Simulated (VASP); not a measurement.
Wanted: the native input for a VASP 6.6.1 run.

```
Task                   : relaxation of cell and atoms
Functional             : PBE
Dispersion             : D3(BJ)
Potentials or basis    : VASP PAW PBE potentials, release 64 (Ni, O)
Cutoff                 : 600 eV
k mesh                 : 11 × 11 × 11
Occupations            : gaussian, width 0.1 eV
Spin                   : collinear spin, ferromagnetic start
Starting moments       : [-0.97, 0.0] μB
Hubbard terms          : Ni d U = 8.0 eV
Dipole correction      : no
Further INCAR settings : ALGO = Normal; EDIFF = 1e-07; IBRION = 2; EDIFFG = -0.01; NSW = 60; ISIF = 3
```

The structure of NiO lies in POSCAR:

```
NiO
1.0
    0.0000000000      2.0859016414      2.0859016414
    2.0859016414      0.0000000000      2.0859016414
    2.0859016414      2.0859016414      0.0000000000
Ni O
1 1
Direct
    0.0000000000      0.0000000000      0.0000000000
    0.5000000000      0.5000000000      0.5000000000
```

The input as run:

INCAR

```
ALGO = Normal
EDIFF = 1E-7
EDIFFG = -0.01
ENCUT = 600
GGA = PE
IBRION = 2
ISIF = 3
ISMEAR = 0
ISPIN = 2
IVDW = 12
LASPH = T
LCHARG = F
LDAU = T
LDAUJ = 0 0
LDAUL = 2 -1
LDAUPRINT = 1
LDAUTYPE = 2
LDAUU = 8 0
LMAXMIX = 4
LORBIT = 11
LREAL = F
LWAVE = F
MAGMOM = -0.97 0
NELM = 150
NSW = 60
PREC = Accurate
SIGMA = 0.1
```

KPOINTS

```
k-points
0
Gamma
  11 11 11
```

Potentials or basis: VASP PAW PBE potentials, release 64 (Ni, O).

Command:

```sh
$ cat potpaw_PBE.64/Ni/POTCAR potpaw_PBE.64/O/POTCAR > POTCAR
$ mpirun -np 1 vasp_std > vasp.out
```

It gave:

- Relaxed volume: 8.96 Å³/atom
- Relaxed cell: a = 2.937 Å, b = 2.937 Å, c = 2.937 Å, α = 60.00°, β = 60.00°, γ = 60.00°
- Space group after relaxing (to 0.1 Å): Fm-3m (No. 225)
- Energy gained by relaxing: 1.0 meV/atom
- Ionic steps: 3
- Pressure after relaxing: 0.0 GPa
- Band gap on the k mesh: 3.18 eV (least direct gap 3.99 eV)
- Net moment: -2.00 μB per cell
- Site moments: Ni -1.88; O -0.13 μB
- Valence electrons inside the program's atomic spheres: Ni 9.05; O 5.04
- Dispersion energy per atom: -0.269 eV

Caveat: an odd mesh through Γ misses points on the zone boundary, where band edges can lie; a cell with one magnetic atom can't hold antiferromagnetic order, which such compounds often take.

It took 27 s on 1 thread of Intel(R) Xeon(R) 6975P-C (Granite Rapids) (shared host), peak memory 0.17 GiB.
